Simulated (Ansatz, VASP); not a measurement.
## Two plane-wave programs on MgO

Contents of INCAR:

```
ALGO = Normal ; EDIFF = 1E-7
ENCUT = 520 ; GGA = PE
ISIF = 2 ; ISMEAR = 0
LASPH = T ; LCHARG = F
LREAL = F ; LWAVE = F
NBANDS = 16 ; NELM = 60
PREC = Accurate ; SIGMA = 0.05
```

The input KPOINTS:

```
k-points
0
Gamma
  9 9 6
```

The input POSCAR:

```
MgO
1.0
    3.3152853999      0.0000000000      0.0000000000
   -1.6576427000      2.8711213771      0.0000000000
    0.0000000000      0.0000000000      5.2581000000
Mg O
2 2
Direct
    0.3333333333      0.6666666667      0.0063188013
    0.6666666667      0.3333333333      0.5063188013
    0.3333333333      0.6666666667      0.3982811987
    0.6666666667      0.3333333333      0.8982811987
```

Input for Ansatz:

```yaml
crystal:
  lattice:
    - [3.3152853999, 0.0, 0.0]
    - [-1.6576427, 2.8711213771, 0.0]
    - [0.0, 0.0, 5.2581]
  atoms:
    - { symbol: Mg, position: [0.3333333333, 0.6666666667, 0.0063188013] }
    - { symbol: Mg, position: [0.6666666667, 0.3333333333, 0.5063188013] }
    - { symbol: O, position: [0.3333333333, 0.6666666667, 0.3982811987] }
    - { symbol: O, position: [0.6666666667, 0.3333333333, 0.8982811987] }
basis:
  ecutwfc: 520.0
kpoints:
  mp_grid: { grid: [9, 9, 6] }
hamiltonian:
  xc: pbe
  pseudopotentials: { kind: paw, azcp: { folder: soft_1 } }
scf:
  occupations: { method: gaussian, width: 0.05 }
output:
  forces: true
  stress: true
  eigenvalues: true
```

Alike in both runs: task single point; functional PBE; k mesh 9 × 9 × 6; occupations gaussian, width 0.05 eV; no spin polarisation.

```csv
,VASP,Ansatz
version,VASP 6.6.1,Ansatz 0.2.0
potentials or method,"VASP PAW PBE potentials, release 64 (Mg, O), cutoff 520 eV","scalar-relativistic, plane waves, PAW"
valence electrons in the cell,16,32
```

Ansatz gave:

| Item | Value |
| --- | --- |
| gap on the k mesh at the Fermi level (eV) | 3.31 |
| least direct gap on the mesh (eV) | 3.31 |
| pressure (GPa) | -2.6 |
| traceless stress, the component that is largest in VASP (GPa) | -2.73 |
| rms of the force components (eV/Å) | 0.119 |

**Question.** Estimate VASP's values.

**Answer.** gap on the k mesh at the Fermi level (eV): 3.29; least direct gap on the mesh (eV): 3.29; pressure (GPa): -3.0; traceless stress, the component that is largest in VASP (GPa): -2.74; rms of the force components (eV/Å): 0.121.

Atom by atom the forces differ by 0.002 eV/Å (rms over components). The functional is the same, so the differences come from potentials, cutoffs and numerics. VASP's potentials hold 16 valence electrons a cell and Ansatz's 32, so a difference there can come from the potentials and not from the codes.
